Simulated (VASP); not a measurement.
# MoSe (Pm-3m) in VASP: a series of runs, part 2 of 2

VASP 6.6.1. Earlier steps stand in the parts before.

## Step 3: Single point, PBE+U

This run uses another cell than the first one, of 20.29 Å³/atom, 1.070 times its volume.

INCAR reads:

```
PREC     = Accurate       # precision mode
ENCUT    = 520            # plane-wave cutoff, eV
EDIFF    = 1E-7           # SCF threshold, eV
ISMEAR   = 0              # smearing method
SIGMA    = 0.1            # smearing width, eV
LREAL    = False          # projectors in reciprocal space
LASPH    = True           # aspherical terms in the spheres
NELM     = 150            # most SCF steps
ALGO     = Normal         # electronic algorithm
ISIF     = 2              # what is computed and relaxed
LWAVE    = False          # write WAVECAR
LCHARG   = True           # write CHGCAR
LMAXMIX  = 4              # l up to which the mixer works
LDAU     = True           # DFT+U
LDAUTYPE = 2            
LDAUL    = 2 -1           # shell
LDAUU    = 4.38 0         # U, eV
LDAUJ    = 0 0          
LDAUPRINT= 1            
GGA      = PE             # functional
LELF     = True           # ELF
LVHAR    = True         
NBANDS   = 17             # bands
```

KPOINTS reads:

```
regular mesh
0
Gamma
  12 12 12
```

POSCAR reads:

```
MoSe
1.0
    3.4364954311      0.0000000000      0.0000000000
    0.0000000000      3.4364954311      0.0000000000
    0.0000000000      0.0000000000      3.4364954311
Mo Se
1 1
Direct
    0.0000000000      0.0000000000      0.0000000000
    0.5000000000      0.5000000000      0.5000000000
```

Potentials or basis: VASP PAW PBE potentials, release 64 (Mo_sv, Se).

Launch:

```sh
$ cat potpaw_PBE.64/Mo_sv/POTCAR potpaw_PBE.64/Se/POTCAR > POTCAR
$ mpirun -np 1 vasp_std > vasp.out
```

OUTCAR:

```text
PREC = Accurate
   ENCUT = 520
   EDIFF = 1E-7
   ISMEAR = 0
   LREAL = False
   LASPH = True
   NELM = 150
   ISIF = 2
   GGA = PE

 ion  position               nearest neighbor table
   1  0.000  0.000  0.000-   2 2.98   2 2.98   2 2.98   2 2.98   2 2.98   2 2.98   2 2.98   2 2.98

   2  0.500  0.500  0.500-   1 2.98   1 2.98   1 2.98   1 2.98   1 2.98   1 2.98   1 2.98   1 2.98

  LATTYP: Found a simple cubic cell.
 ALAT       =     3.4364954311

  Lattice vectors:

 A1 = (   3.4364954311,   0.0000000000,   0.0000000000)
 A2 = (   0.0000000000,   3.4364954311,   0.0000000000)
 A3 = (   0.0000000000,   0.0000000000,   3.4364954311)

Analysis of symmetry for initial positions (statically):
=====================================================================
 Subroutine PRICEL returns:
 Original cell was already a primitive cell.

 Routine SETGRP: Setting up the symmetry group for a
 simple cubic supercell.

 Subroutine GETGRP returns: Found 48 space group operations
[... 9 lines left out ...]

 Routine SETGRP: Setting up the symmetry group for a
 simple cubic supercell.

 Subroutine GETGRP returns: Found 48 space group operations
[... 11 lines left out ...]
                                     Primitive cell

  volume of cell :      40.5833

  direct lattice vectors                    reciprocal lattice vectors
     3.436495431  0.000000000  0.000000000     0.290994131  0.000000000  0.000000000
     0.000000000  3.436495431  0.000000000     0.000000000  0.290994131  0.000000000
     0.000000000  0.000000000  3.436495431     0.000000000  0.000000000  0.290994131

  length of vectors
[... 149 lines left out ...]
  o =  0.1185  v =  0.0000 -0.8367 -0.0000  0.5476  0.0000  0.0000  0.0000  0.0000  0.0000  0.0000      0.0000  0.0000  0.0000  0.0000  0.0000  0.0000  0.0000  0.0000  0.0000  0.0000
  o =  0.1185  v =  0.0000  0.0000  0.0000  0.0000  0.0000  0.0000 -0.8367 -0.0000  0.5476  0.0000      0.0000  0.0000  0.0000  0.0000  0.0000  0.0000  0.0000  0.0000  0.0000  0.0000
  o =  0.1185  v =  0.0000  0.0000  0.0000  0.0000  0.0000  0.0000  0.5476  0.0000  0.8367  0.0000      0.0000  0.0000  0.0000  0.0000  0.0000  0.0000  0.0000  0.0000  0.0000  0.0000
  o =  0.1185  v =  0.0000  0.5476  0.0000  0.8367  0.0000  0.0000  0.0000  0.0000  0.0000  0.0000      0.0000  0.0000  0.0000  0.0000  0.0000  0.0000  0.0000  0.0000  0.0000  0.0000
  o =  0.7766  v =  0.0000  0.0000  0.0000  0.0000  0.0000  0.0000  0.0000  0.9998  0.0000  0.0184      0.0000  0.0000  0.0000  0.0000  0.0000  0.0000  0.0000  0.0000  0.0000  0.0000
  o =  0.7766  v =  0.0000  0.0000  0.9998  0.0000  0.0184  0.0000  0.0000  0.0000  0.0000  0.0000      0.0000  0.0000  0.0000  0.0000  0.0000  0.0000  0.0000  0.0000  0.0000  0.0000
  o =  0.7766  v =  0.0000  0.0000  0.0000  0.0000  0.0000  0.0000 -0.0000  0.0184 -0.0000 -0.9998      0.0000  0.0000  0.0000  0.0000  0.0000  0.0000  0.0000  0.0000  0.0000  0.0000
  o =  0.7766  v =  0.0000 -0.0000  0.0184 -0.0000 -0.9998  0.0000  0.0000  0.0000  0.0000  0.0000      0.0000  0.0000  0.0000  0.0000  0.0000  0.0000  0.0000  0.0000  0.0000  0.0000

 number of electron      19.9999995 magnetization

 Free energy of the ion-electron system (eV)
  ---------------------------------------------------
  ext. energy  EPLUGINS =         0.00000000
  ---------------------------------------------------
  free energy    TOTEN  =        -8.45516363 eV

  energy without entropy =       -8.45510188  energy(sigma->0) =       -8.45513276

 E-fermi :   8.1160     XC(G=0): -11.1772

 val. band max:        7.9517022672   @ k =   0.5000   0.5000   0.5000
 cond. band min:       8.2654757948   @ k =   0.3333   0.3333   0.3333
 fundamental gap:      0.3137735277
 Fermi energy:         8.1160094674

 k-point     1 :       0.0000    0.0000    0.0000
  band No.  band energies     occupation
      1     -53.6411      2.00000
      2     -27.6483      2.00000
      3     -27.6483      2.00000
      4     -27.6482      2.00000
      5      -6.8197      2.00000
      6       4.4538      2.00000
[... 457 lines left out ...]
      4     -27.6336      2.00000
      5      -5.4735      2.00000
      6       2.2337      2.00000
[... 9 lines left out ...]
     16      17.3933      0.00000
     17      18.1186      0.00000

 [... further k-points ...]
[... 5 lines left out ...]
  --------------------------------------------------------------------------------------
  -------------------------------------------------------------------------------------
  Total       -2.1643055     -2.1643055     -2.1643055     -0.0000000      0.0000000     -0.0000000
  in kB      -85.4440498    -85.4440498    -85.4440498     -0.0000000      0.0000000     -0.0000000
  external PRESSURE =     -85.4440498 kB  Pullay stress =       0.0000000 kB

 VOLUME and BASIS-vectors are now :
 -----------------------------------------------------------------------------
  energy-cutoff  :      520.00
  volume of cell :       40.58
      direct lattice vectors                 reciprocal lattice vectors
     3.436495431  0.000000000  0.000000000     0.290994131  0.000000000  0.000000000
     0.000000000  3.436495431  0.000000000     0.000000000  0.290994131  0.000000000
     0.000000000  0.000000000  3.436495431     0.000000000  0.000000000  0.290994131

 POSITION                                       TOTAL-FORCE (eV/Angst)
 -----------------------------------------------------------------------------------
      0.00000      0.00000      0.00000         0.000000      0.000000      0.000000
      1.71825      1.71825      1.71825         0.000000      0.000000      0.000000
 -----------------------------------------------------------------------------------
    total drift:                               -0.000000      0.000000     -0.000000

  FREE ENERGIE OF THE ION-ELECTRON SYSTEM (eV)
  ---------------------------------------------------
  free  energy   TOTEN  =        -8.4551636349 eV

  energy  without entropy=       -8.4551018757  energy(sigma->0) =       -8.45513276
```

OSZICAR:

```text
N       E                     dE             d eps       ncg     rms          rms(c)
DAV:   1     0.132639410647E+03    0.13264E+03   -0.10421E+04  2864   0.111E+03
DAV:   2    -0.559509789252E+01   -0.13823E+03   -0.13537E+03  3635   0.295E+02
DAV:   3    -0.905229085604E+01   -0.34572E+01   -0.34052E+01  3184   0.426E+01
[... 49 lines left out ...]
DAV:  53    -0.845516365731E+01   -0.49781E-05   -0.12519E-05  2881   0.126E-02    0.659E-03
DAV:  54    -0.845516359622E+01    0.61087E-07   -0.43620E-06  2926   0.893E-03    0.381E-03
DAV:  55    -0.845516375690E+01   -0.16068E-06   -0.11977E-06  2619   0.374E-03    0.277E-03
DAV:  56    -0.845516343027E+01    0.32664E-06   -0.15258E-06  2529   0.440E-03    0.282E-03
DAV:  57    -0.845516373141E+01   -0.30114E-06   -0.97666E-07  2475   0.307E-03    0.168E-03
DAV:  58    -0.845516363486E+01    0.96552E-07   -0.57729E-07  2378   0.269E-03
   1 F= -.84551636E+01 E0= -.84551328E+01  d E =-.617591E-04
```

Run time: 4.4 min. Hardware: 1 thread of Intel Xeon Platinum 8488C (Sapphire Rapids), shared host; peak memory 0.19 GiB.

Results:

| Quantity | Value |
| --- | --- |
| Free energy | -8.4552 eV |
| Pressure | -8.5 GPa |
| Band gap on the k mesh | 0.31 eV, indirect (least direct gap 0.47 eV) |

Eigenvalues of the final occupation matrices:
```
    site  spin  trace               eigenvalues
site 1 d     1   1.91  0.12 0.12 0.12 0.78 0.78
site 1 d     2   1.91  0.12 0.12 0.12 0.78 0.78
```

## Step 4: Single point, PBE+U

This run uses another cell than the first one, of 21.17 Å³/atom, 1.116 times its volume.

INCAR reads:

```
SYSTEM = MoSe
PREC = Accurate
ENCUT = 520
EDIFF = 1E-6
ISMEAR = 0
SIGMA = 0.1
LREAL = .FALSE.
LASPH = .TRUE.
NELM = 150
ALGO = Normal
ISIF = 2
LWAVE = .FALSE.
LCHARG = .FALSE.
LMAXMIX = 4
LDAU = .TRUE.
LDAUTYPE = 2
LDAUL = 2 -1
LDAUU = 4.38 0
LDAUJ = 0 0
LDAUPRINT = 1
GGA = PE
NBANDS = 17
```

KPOINTS reads:

```
regular mesh
0
G
  12 12 12
  0 0 0
```

POSCAR reads:

```
MoSe
1.0
    3.4855948566      0.0000000000      0.0000000000
    0.0000000000      3.4855948566      0.0000000000
    0.0000000000      0.0000000000      3.4855948566
Mo Se
1 1
Direct
    0.0000000000      0.0000000000      0.0000000000
    0.5000000000      0.5000000000      0.5000000000
```

Launch:

```sh
$ cat potpaw_PBE.64/Mo_sv/POTCAR potpaw_PBE.64/Se/POTCAR > POTCAR
$ mpirun -np 1 vasp_std > vasp.out
```

Wall time 3.7 min (1 thread of Intel Xeon Platinum 8488C (Sapphire Rapids), shared host); peak memory 0.2 GiB.

Results (log left out):

| Quantity | Value |
| --- | --- |
| Free energy | -8.3501 eV |
| Pressure | -10.5 GPa |
| Band gap on the k mesh | 0.53 eV, indirect (least direct gap 0.70 eV) |

Levels at points of the mesh, in eV from the valence-band top:
| k point | band 8 | band 9 | band 10 | band 11 | band 12 | band 13 |
| --- | --- | --- | --- | --- | --- | --- |
| (0.00, 0.00, 0.00) | -1.57 | -1.57 | -1.57 | 0.80 | 1.71 | 1.71 |
| (0.50, 0.00, 0.00) | -2.20 | -2.20 | -0.10 | 1.92 | 3.45 | 3.45 |
| (0.50, 0.50, 0.00) | -2.93 | -0.44 | -0.05 | 0.64 | 0.64 | 0.84 |
| (0.50, 0.50, 0.50) | -5.05 | 0.00 | 0.00 | 2.64 | 2.64 | 2.64 |

Eigenvalues of the final occupation matrices:
| site | spin | trace | eigenvalues |
| --- | --- | --- | --- |
| site 1 d | 1 | 1.90 | 0.11 0.11 0.11 0.79 0.79 |
| site 1 d | 2 | 1.90 | 0.11 0.11 0.11 0.79 0.79 |

A k mesh can miss the band edges.

## Step 5: Single point, PBE+U

This run uses another cell than the first one, of 22.06 Å³/atom, 1.163 times its volume.

INCAR reads:

```
PREC = Accurate
ENCUT = 520
EDIFF = 1E-7
ISMEAR = 0
SIGMA = 0.1
LREAL = False
LASPH = True
NELM = 150
ALGO = Normal
ISIF = 2
LWAVE = False
LCHARG = False
LMAXMIX = 4
LDAU = True
LDAUTYPE = 2
LDAUL = 2 -1
LDAUU = 4.38 0
LDAUJ = 0 0
LDAUPRINT = 1
GGA = PE
NBANDS = 17
```

KPOINTS reads:

```
Automatic mesh
0
Gamma
  12 12 12
```

POSCAR reads:

```
MoSe
1.0
    3.5333486654      0.0000000000      0.0000000000
    0.0000000000      3.5333486654      0.0000000000
    0.0000000000      0.0000000000      3.5333486654
Mo Se
1 1
Direct
    0.0000000000      0.0000000000      0.0000000000
    0.5000000000      0.5000000000      0.5000000000
```

Launch:

```sh
$ cat potpaw_PBE.64/Mo_sv/POTCAR potpaw_PBE.64/Se/POTCAR > POTCAR
$ mpirun -np 1 vasp_std > vasp.out
```

Run time: 7.1 min. Hardware: 1 thread of Intel Xeon Platinum 8488C (Sapphire Rapids), shared host; peak memory 0.2 GiB.

Results (log left out):

```
Free energy            : -8.2257 eV
Pressure               : -12.1 GPa
Band gap on the k mesh : 0.71 eV, indirect (least direct gap 0.90 eV)
```

Levels at points of the mesh, in eV from the valence-band top:
| k point | band 8 | band 9 | band 10 | band 11 | band 12 | band 13 |
| --- | --- | --- | --- | --- | --- | --- |
| (0.00, 0.00, 0.00) | -1.37 | -1.37 | -1.37 | 0.71 | 1.85 | 1.85 |
| (0.50, 0.00, 0.00) | -1.94 | -1.94 | -0.08 | 2.04 | 3.45 | 3.45 |
| (0.50, 0.50, 0.00) | -2.71 | -0.31 | -0.05 | 0.85 | 0.85 | 0.97 |
| (0.50, 0.50, 0.50) | -4.66 | 0.00 | 0.00 | 2.78 | 2.78 | 2.78 |

Eigenvalues of the final occupation matrices:
```tsv
site	spin	trace	eigenvalues
site 1 d	1	1.89	0.10 0.10 0.10 0.80 0.80
site 1 d	2	1.89	0.10 0.10 0.10 0.80 0.80
```

A k mesh can miss the band edges.

## Step 6: Single point, PBE+U

This run uses another cell than the first one, of 22.06 Å³/atom, 1.163 times its volume.

INCAR reads:

```
SYSTEM = MoSe
  PREC = Accurate
  ENCUT = 520
  EDIFF = 1E-6
  ISMEAR = 0
  SIGMA = 0.1
  LREAL = .False.
  LASPH = .True.
  NELM = 150
  ALGO = Normal
  ISIF = 2
  LWAVE = .False.
  LCHARG = .False.
  LMAXMIX = 4
  LDAU = .True.
  LDAUTYPE = 2
  LDAUL = 2 -1
  LDAUU = 4.38 0
  LDAUJ = 0 0
  LDAUPRINT = 1
  GGA = PE
  NBANDS = 17
```

KPOINTS reads:

```
regular mesh
0
Gamma
  12 12 12
  0 0 0
```

POSCAR is that of step 5.

Potentials or basis: VASP PAW PBE potentials, release 64 (Mo_sv, Se).

Launch:

```sh
$ cat potpaw_PBE.64/Mo_sv/POTCAR potpaw_PBE.64/Se/POTCAR > POTCAR
$ mpirun -np 1 vasp_std > vasp.out
```

Wall time 8.6 min (1 thread of Intel Xeon Platinum 8488C (Sapphire Rapids), shared host); peak memory 0.2 GiB.

It converged, with:

```
Free energy            : -8.2257 eV
Pressure               : -12.1 GPa
Band gap on the k mesh : 0.70 eV, indirect (least direct gap 0.90 eV)
```

Levels at points of the mesh, in eV from the valence-band top:
| k point | band 6 | band 7 | band 8 | band 9 | band 10 | band 11 | band 12 | band 13 | band 14 | band 15 |
| --- | --- | --- | --- | --- | --- | --- | --- | --- | --- | --- |
| (0.00, 0.00, 0.00) | -2.98 | -2.98 | -1.37 | -1.37 | -1.37 | 0.70 | 1.85 | 1.85 | 1.85 | 8.02 |
| (0.50, 0.00, 0.00) | -6.30 | -2.58 | -1.94 | -1.94 | -0.08 | 2.04 | 3.44 | 3.45 | 3.98 | 6.21 |
| (0.50, 0.50, 0.00) | -4.41 | -4.41 | -2.71 | -0.31 | -0.05 | 0.85 | 0.85 | 0.96 | 2.69 | 8.48 |
| (0.50, 0.50, 0.50) | -4.66 | -4.66 | -4.66 | 0.00 | 0.00 | 2.78 | 2.78 | 2.78 | 3.86 | 3.86 |

Eigenvalues of the final occupation matrices:
```
    site  spin  trace               eigenvalues
site 1 d     1   1.89  0.10 0.10 0.10 0.80 0.80
site 1 d     2   1.89  0.10 0.10 0.10 0.80 0.80
```

## Step 7: Summary

```tsv
cell	gap on the mesh (eV)	pressure (GPa)
a = 3.360 Å, 2 atoms	none	-18.2
a = 3.436 Å, 2 atoms	0.31	-8.5
a = 3.486 Å, 2 atoms	0.53	-10.5
a = 3.533 Å, 2 atoms	0.70	-12.1
```

Alike in all rows: task single point; level PBE+U; potentials or basis VASP PAW PBE potentials, release 64 (Mo_sv, Se); no spin polarisation; Mo d U = 4.38 eV; k mesh 12 × 12 × 12; cutoff (eV) 520; smearing gaussian 0.1 eV.

Caveats: U without spin polarisation on a metal has little footing (some runs).

Total energies depend on the potentials used, so only differences within one code and one set of settings carry meaning.
